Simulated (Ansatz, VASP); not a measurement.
## One calculation of TiO2, two programs

File INCAR:

```
SYSTEM = TiO2
PREC     = Accurate       ! precision mode
ENCUT    = 520            ! plane-wave cutoff, eV
EDIFF    = 1E-6           ! SCF threshold, eV
ISMEAR   = -1             ! smearing method
SIGMA    = 0.02           ! smearing width, eV
LREAL    = .False.        ! projectors in reciprocal space
LASPH    = .True.         ! aspherical terms in the spheres
NELM     = 60             ! most SCF steps
ALGO     = Normal         ! electronic algorithm
ISIF     = 2              ! what is computed and relaxed
LWAVE    = .False.        ! write WAVECAR
LCHARG   = .False.        ! write CHGCAR
GGA      = PE             ! functional
NBANDS   = 33             ! bands
```

File KPOINTS:

```
regular mesh
0
Gamma
  6 6 8
  0 0 0
```

Contents of POSCAR:

```
TiO2
1.0
    4.6428220289      0.0000000000      0.0000000000
    0.0000000000      4.6428220289      0.0000000000
    0.0000000000      0.0000000000      2.9830261793
Ti O
2 4
Direct
    0.0000000000      0.0000000000      0.0000000000
    0.5000000000      0.5000000000      0.5000000000
    0.3057990582      0.3057990582      0.0000000000
    0.1942009418      0.8057990582      0.5000000000
    0.8057990582      0.1942009418      0.5000000000
    0.6942009418      0.6942009418      0.0000000000
```

Input for Ansatz:

```yaml
crystal:
  lattice:
    - [4.6428220289, 0.0, 0.0]
    - [0.0, 4.6428220289, 0.0]
    - [0.0, 0.0, 2.9830261793]
  atoms:
    - { symbol: Ti, position: [0.0, 0.0, 0.0] }
    - { symbol: Ti, position: [0.5, 0.5, 0.5] }
    - { symbol: O, position: [0.3057990582, 0.3057990582, 0.0] }
    - { symbol: O, position: [0.1942009418, 0.8057990582, 0.5] }
    - { symbol: O, position: [0.8057990582, 0.1942009418, 0.5] }
    - { symbol: O, position: [0.6942009418, 0.6942009418, 0.0] }
kpoints:
  mp_grid: { grid: [6, 6, 8] }
  band_path:
    path:
      - [0.0, 0.0, 0.0]
      - [0.0, 0.5, 0.0]
      - [0.5, 0.5, 0.0]
      - [0.0, 0.0, 0.5]
      - [0.0, 0.5, 0.5]
      - [0.5, 0.5, 0.5]
    npoints: 1
hamiltonian:
  xc: pbe
scf:
  occupations: { method: fermi_dirac, width: 0.02 }
  n_extra_bands: 5
output:
  forces: true
  stress: true
  eigenvalues: true
  write_density: true
  write_potential: true
  elf: true
  volumetric_format: npy
```

Change from the starting cell: hydrostatic strain +1.0%.

Alike in both runs: task single point; functional PBE; k mesh 6 × 6 × 8; occupations fermi-dirac, width 0.02 eV; no spin polarisation.

|  | VASP | Ansatz |
| --- | --- | --- |
| version | VASP 6.6.1 | Ansatz 0.2.0 |
| potentials or method | VASP PAW PBE potentials, release 64 (Ti_sv, O) | plane waves, PAW |
| plane-wave cutoff (eV) | 520 | 420 |
| valence electrons in the cell | 48 | 48 |

VASP gave:

| Quantity | Value |
| --- | --- |
| gap on the k mesh at the Fermi level (eV) | 1.83 |
| pressure (GPa) | -0.8 |
| traceless stress, the component that is largest in VASP (GPa) | -1.16 |
| rms of the force components (eV/Å) | 0.038 |

Problem. What did Ansatz give for the same quantities?

Solution. gap on the k mesh at the Fermi level (eV): 1.86; pressure (GPa): -1.4; traceless stress, the component that is largest in VASP (GPa): -1.39; rms of the force components (eV/Å): 0.025.

Atom by atom the forces differ by 0.013 eV/Å (rms over components). The functional is the same, so the differences come from potentials, cutoffs and numerics.
